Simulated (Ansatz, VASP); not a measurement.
# Two plane-wave programs on SrO

```
Sr O
1.0
     0.00000    2.56144    2.56144
     2.56144    0.00000    2.56144
     2.56144    2.56144    0.00000
Sr O
1 1
Direct
  0.50000 0.50000 0.50000
  0.00000 0.00000 0.00000
```

Alike in both runs: functional PBEsol; k mesh 12 × 12 × 12; occupations fermi-dirac, width 0.08 eV; no spin polarisation.

Ansatz relaxed the structure, and its values are those at the end. VASP's run is a single point on that final structure, the one shown.

|  | VASP | Ansatz |
| --- | --- | --- |
| version | VASP 6.6.1 | Ansatz 0.2.0 |
| potentials or method | VASP PAW PBE potentials, release 64 (Sr_sv, O) | PAW with Ansatz's default frozen-core files, scalar-relativistic |
| plane-wave cutoff (eV) | 520 | 420 |
| valence electrons in the cell | 16 | 16 |

|  | VASP | Ansatz | Ansatz less VASP |
| --- | --- | --- | --- |
| pressure (GPa) | 0.6 | 0.0 | -0.64 |

VASP's potentials were made for PBE, not for PBEsol.
